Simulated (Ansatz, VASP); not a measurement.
## Ca: VASP beside Ansatz

The input POSCAR:

```
Ca
1.0
   -2.2176000000      2.2176000000      2.2400000000
    2.2176000000     -2.2176000000      2.2400000000
    2.2624000000      2.2624000000     -2.2400000000
Ca
1
Direct
    0.0000000000      0.0000000000      0.0000000000
```

The input INCAR.step1:

```
SYSTEM = Ca
ALGO = Normal
EDIFF = 1E-4
ENCUT = 520
GGA = PE
ISMEAR = -1
LASPH = .TRUE.
LCHARG = .FALSE.
LREAL = .FALSE.
LWAVE = .TRUE.
NBANDS = 11
NELM = 100
PREC = Accurate
SIGMA = 0.15
```

The input INCAR.step2:

```
SYSTEM = Ca
ALGO = Normal
EDIFF = 1E-6
ENCUT = 520
ISIF = 2
ISMEAR = -1
ISTART = 1
LASPH = .TRUE.
LCHARG = .FALSE.
LMIXTAU = .TRUE.
LREAL = .FALSE.
LWAVE = .FALSE.
METAGGA = R2SCAN
NBANDS = 11
NELM = 100
PREC = Accurate
SIGMA = 0.15
```

File KPOINTS:

```
k-points
0
G
  11 11 11
  0 0 0
```

Input for Ansatz:

```yaml
crystal:
  lattice:
    - [-2.2176, 2.2176, 2.24]
    - [2.2176, -2.2176, 2.24]
    - [2.2624000000000004, 2.2624000000000004, -2.24]
  atoms:
    - { symbol: Ca, position: [0.0, 0.0, 0.0] }
basis:
  ecutwfc: 544.22772491976
kpoints:
  mp_grid:
    grid: [11, 11, 11]
hamiltonian:
  xc: r2scan
scf:
  occupations:
    method: fermi_dirac
    width: 0.15
output:
  stress: true
```

Alike in both runs: task single point; functional r2SCAN; k mesh 11 × 11 × 11; occupations fermi-dirac, width 0.15 eV; no spin polarisation.

```csv
,VASP,Ansatz
version,VASP 6.6.1,Ansatz 0.2.0
potentials or method,"VASP PAW PBE potentials, release 64 (Ca_sv), cutoff 520 eV","plane waves, PAW"
valence electrons in the cell,10,10
```

Ansatz gave:

```
pressure (GPa)                                                : -0.7
traceless stress, the component that is largest in VASP (GPa) : -0.31
```

Which values does VASP return?

Pressure (GPa): -0.6; traceless stress, the component that is largest in VASP (GPa): -0.31.

VASP's potentials were made for PBE, not for r2SCAN.
